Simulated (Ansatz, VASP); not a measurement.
**Two plane-wave programs on Cu2O**

```
CELL_PARAMETERS angstrom
4.29824 0.00000 0.00000
0.00000 4.29824 0.00000
0.00000 0.00000 4.21228
ATOMIC_POSITIONS crystal
Cu 0.25000 0.25000 0.25000
Cu 0.25000 0.75000 0.75000
Cu 0.75000 0.75000 0.25000
Cu 0.75000 0.25000 0.75000
O 0.00000 0.00000 0.00000
O 0.50000 0.50000 0.50000
```

Alike in both runs: task single point; functional PBE; k mesh 8 × 8 × 8; occupations gaussian, width 0.02 eV; no spin polarisation.

|  | VASP | Ansatz |
| --- | --- | --- |
| version | VASP 6.6.1 | Ansatz 0.2.0 |
| potentials or method | VASP PAW PBE potentials, release 64 (Cu, O), cutoff 600 eV | scalar-relativistic, plane waves, PAW |
| valence electrons in the cell | 56 | 88 |

Ansatz gave:

```
gap on the k mesh at the Fermi level (eV)                     : 0.49
least direct gap on the mesh (eV)                             : 0.49
pressure (GPa)                                                : 2.4
traceless stress, the component that is largest in VASP (GPa) : 0.23
```

Q: Which values does VASP return?

A: gap on the k mesh at the Fermi level (eV): 0.49; least direct gap on the mesh (eV): 0.49; pressure (GPa): 3.0; traceless stress, the component that is largest in VASP (GPa): 0.20.

VASP's potentials hold 56 valence electrons a cell and Ansatz's 88, so a difference there can come from the potentials and not from the codes.
